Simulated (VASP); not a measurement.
# CdSe (F-43m) in VASP: single point with HSE06

Aim: the single point of CdSe with HSE06.

Everything below comes from runs of VASP 6.6.1. Logs are shortened: lines on timing, memory, paths and dates and some standing lists are left out, and cuts for length are marked.

### 1 The cell of the first run

Symmetry: F-43m, No. 216, cubic system. Conventional cell: a = 6.082 Å, b = 6.082 Å, c = 6.082 Å, α = 90.00°, β = 90.00°, γ = 90.00°. Within 3.5 Å of Cd (site symmetry -43m) lie 4 Se at 2.63 Å. Se (site symmetry -43m) has 4 Cd at 2.63 Å within 3.5 Å.

### 2 Single point, HSE06

POSCAR reads:

```
CdSe
1.0
    0.0000000000      3.0409841118      3.0409841118
    3.0409841118      0.0000000000      3.0409841118
    3.0409841118      3.0409841118      0.0000000000
Cd Se
1 1
Direct
    0.0000000000      0.0000000000      0.0000000000
    0.2500000000      0.2500000000      0.2500000000
```

INCAR.step1 reads:

```
ALGO = Normal ; EDIFF = 1E-5
ENCUT = 520 ; GGA = PE
ISIF = 2 ; ISMEAR = 0
LASPH = T ; LCHARG = F
LREAL = F ; LWAVE = T
NBANDS = 16 ; NELM = 100
PREC = Accurate ; SIGMA = 0.01
```

INCAR.step2 reads:

```
ALGO = Normal ; EDIFF = 1E-6
ENCUT = 520 ; GGA = PE
HFSCREEN = 0.2079 ; ISIF = 2
ISMEAR = 0 ; ISTART = 1
LASPH = T ; LCHARG = F
LHFCALC = T ; LREAL = F
LWAVE = F ; NBANDS = 16
NELM = 100 ; PREC = Accurate
PRECFOCK = Normal ; SIGMA = 0.01
```

KPOINTS reads:

```
k-points
0
Gamma
  6 6 6
```

Potentials or basis: VASP PAW PBE potentials, release 64 (Cd, Se).

Command:

```console
$ cat potpaw_PBE.64/Cd/POTCAR potpaw_PBE.64/Se/POTCAR > POTCAR
$ cp INCAR.step1 INCAR
$ mpirun -np 1 vasp_std > vasp.out
$ cp INCAR.step2 INCAR
$ mpirun -np 1 vasp_std > vasp.out
```

OUTCAR:

```text
EDIFF = 1E-6
   ENCUT = 520
   GGA = PE
   HFSCREEN = 0.2079
   ISIF = 2
   ISMEAR = 0
   ISTART = 1
   LASPH = T
   LHFCALC = T
   LREAL = F
   NELM = 100
   PREC = Accurate
   PRECFOCK = Normal

 ion  position               nearest neighbor table
   1  0.000  0.000  0.000-   2 2.63   2 2.63   2 2.63   2 2.63
   2  0.250  0.250  0.250-   1 2.63   1 2.63   1 2.63   1 2.63

  LATTYP: Found a face centered cubic cell.
 ALAT       =     6.0819682236

  Lattice vectors:

 A1 = (   0.0000000000,   3.0409841118,   3.0409841118)
 A2 = (   3.0409841118,   0.0000000000,   3.0409841118)
 A3 = (   3.0409841118,   3.0409841118,   0.0000000000)

Analysis of symmetry for initial positions (statically):
=====================================================================
 Subroutine PRICEL returns:
 Original cell was already a primitive cell.

 Routine SETGRP: Setting up the symmetry group for a
 face centered cubic supercell.

 Subroutine GETGRP returns: Found 24 space group operations
 (whereof 24 operations were pure point group operations)
 out of a pool of 48 trial point group operations.

The static configuration has the point symmetry T_d .

Analysis of symmetry for dynamics (positions and initial velocities):
=====================================================================
 Subroutine PRICEL returns:
 Original cell was already a primitive cell.

 Routine SETGRP: Setting up the symmetry group for a
 face centered cubic supercell.

 Subroutine GETGRP returns: Found 24 space group operations
 (whereof 24 operations were pure point group operations)
 out of a pool of 48 trial point group operations.

The dynamic configuration has the point symmetry T_d .

 Subroutine INISYM returns: Found 24 space group operations
 (whereof 24 operations are pure point group operations),
 and found     1 'primitive' translations

----------------------------------------------------------------------------------------

                                     Primitive cell

  volume of cell :      56.2435

  direct lattice vectors                    reciprocal lattice vectors
     0.000000000  3.040984112  3.040984112    -0.164420458  0.164420458  0.164420458
     3.040984112  0.000000000  3.040984112     0.164420458 -0.164420458  0.164420458
[... 81 lines left out ...]
   NFREE  =      0    steps in history (QN), initial steepest desc. (CG)
   ISIF   =      2    stress and relaxation
   ISYM   =      3    0-nonsym 1-usesym 2-fastsym
   POTIM  = 0.5000    time-step for ionic-motion
   TEBEG  =    0.0;   TEEND  =   0.0 temperature during run
   PSTRESS=    0.0 pullay stress
   NELECT =      18.0000    total number of electrons
   NUPDOWN=      -1.0000    fix difference up-down
   EMIN   =  10.00;   EMAX   =-10.00  energy-range for DOS
   EFERMI =   0.00;   METHOD = LEGACY
   ISMEAR =     0;   SIGMA  =   0.01  broadening in eV -4-tet -1-fermi 0-gaus
   EFERMI_NEDOS =   21; number of points for ismear=-14 and -15
   IALGO  =     38    algorithm
   IMIX   =      1    mixing-type and parameters
     AMIX     =   0.40;   BMIX     =  1.00
     AMIX_MAG =   1.60;   BMIX_MAG =  1.00
  volume/ion in A,a.u.               =      28.12       189.77
  Fermi-wavevector in a.u.,A,eV,Ry     =   1.119803  2.116120 17.061136  1.253958
  Thomas-Fermi vector in A             =   2.256444
   LORBIT       =      0    0 simple, 1 ext, 2 COOP (PROOUT), +10 PAW based schemes
   GGA     = PE    functional components
   LHFCALC =     T    Hartree Fock is set to
   PRECFOCK=normal    Normal, Fast or Accurate (Low or Medium for compatibility)
   ENCUT4O =  -1.0   cutoff for four orbital integrals eV
   NKREDX  =     1    reduce k-point grid by
   NKREDY  =     1    reduce k-point grid by
   NKREDZ  =     1    reduce k-point grid by
   AEXX    =    0.2500 exact exchange contribution
   HFSCREEN=    0.2079 screening length (either q_TF or 0.3 A-1)
   HFSCREENC=   0.2079 screening length for correlation (either q_TF or 0.3 A-1)
   ENCUTFOCK=  -1.0 apply spherical cutoff to Coloumb kernel
   IVDW    =     0    specifies the selected vdW correction
   LEPSILON=     F    determine dielectric tensor
   LRPA    =     F    only Hartree local field effects (RPA)
 non-spin polarized calculation
 Gauss-broadening in eV      SIGMA  =   0.01
  energy-cutoff  :      520.00
  volume of cell :       56.24
 maximum number of plane-waves:      1527
  NGX = 24; NGY = 24; NGZ = 24

 number of electron      18.0000002 magnetization

 Free energy of the ion-electron system (eV)
  ---------------------------------------------------
  ext. energy  EPLUGINS =         0.00000000
  ---------------------------------------------------
  free energy    TOTEN  =        -6.83637684 eV

  energy without entropy =       -6.83637684  energy(sigma->0) =       -6.83637684

 E-fermi :   0.3944     XC(G=0):  -7.3913

 val. band max:        0.3454314534   @ k =   0.0000   0.0000   0.0000
 cond. band min:       1.8971547833   @ k =   0.0000   0.0000   0.0000
 fundamental gap:      1.5517233299
 Fermi energy:         0.3944240365

 k-point     1 :       0.0000    0.0000    0.0000
  band No.  band energies     occupation
      1     -13.3583      2.00000
      2      -8.7866      2.00000
      3      -8.7866      2.00000
      4      -8.7866      2.00000
      5      -8.4100      2.00000
      6      -8.4100      2.00000
[... 281 lines left out ...]
      3      -8.5845      2.00000
      4      -8.4751      2.00000
      5      -8.3839      2.00000
      6      -7.8943      2.00000
[... 8 lines left out ...]
     15      14.3999      0.00000
     16      14.6281      0.00000

------------------------ aborting loop because EDIFF is reached ----------------------------------------

  FORCE on cell =-STRESS in cart. coord.  units (eV):
  Direction    XX          YY          ZZ          XY          YZ          ZX
  --------------------------------------------------------------------------------------
  -------------------------------------------------------------------------------------
  Total        0.6439577      0.6439577      0.6439577     -0.0000000      0.0000000     -0.0000000
  in kB       18.3440596     18.3440596     18.3440596     -0.0000000      0.0000000     -0.0000000
  external PRESSURE =      18.3440596 kB  Pullay stress =       0.0000000 kB

 VOLUME and BASIS-vectors are now :
 -----------------------------------------------------------------------------
  energy-cutoff  :      520.00
  volume of cell :       56.24
      direct lattice vectors                 reciprocal lattice vectors
     0.000000000  3.040984112  3.040984112    -0.164420458  0.164420458  0.164420458
     3.040984112  0.000000000  3.040984112     0.164420458 -0.164420458  0.164420458
     3.040984112  3.040984112  0.000000000     0.164420458  0.164420458 -0.164420458

 POSITION                                       TOTAL-FORCE (eV/Angst)
 -----------------------------------------------------------------------------------
      0.00000      0.00000      0.00000        -0.000000     -0.000000     -0.000000
      1.52049      1.52049      1.52049         0.000000      0.000000      0.000000
 -----------------------------------------------------------------------------------
    total drift:                                0.000046      0.000042      0.000030

  FREE ENERGIE OF THE ION-ELECTRON SYSTEM (eV)
  ---------------------------------------------------
  free  energy   TOTEN  =        -6.8363768352 eV

  energy  without entropy=       -6.8363768352  energy(sigma->0) =       -6.83637684
```

Run time: 23 min. Hardware: 1 thread of Intel Xeon Platinum 8488C (Sapphire Rapids), shared host; peak memory 0.31 GiB.

Results:

- Free energy: -6.8364 eV
- Pressure: 1.8 GPa
- Band gap on the k mesh: 1.55 eV

Levels at points of the mesh, in eV from the valence-band top:
```
           k point  band 5  band 6  band 7  band 8  band 9  band 10  band 11  band 12  band 13  band 14
(0.00, 0.00, 0.00)   -8.76   -8.76    0.00    0.00    0.00     1.55     6.98     6.98     6.98    11.01
(0.50, 0.00, 0.00)   -8.73   -8.42   -4.67   -0.80   -0.80     3.38     7.47     7.47     8.50    11.21
(0.50, 0.50, 0.00)   -8.70   -8.33   -4.34   -1.98   -1.98     3.95     4.75    10.34    11.60    11.60
```

Caveat: the PAW data sets were made with another functional, which shifts forces and pressure a little.
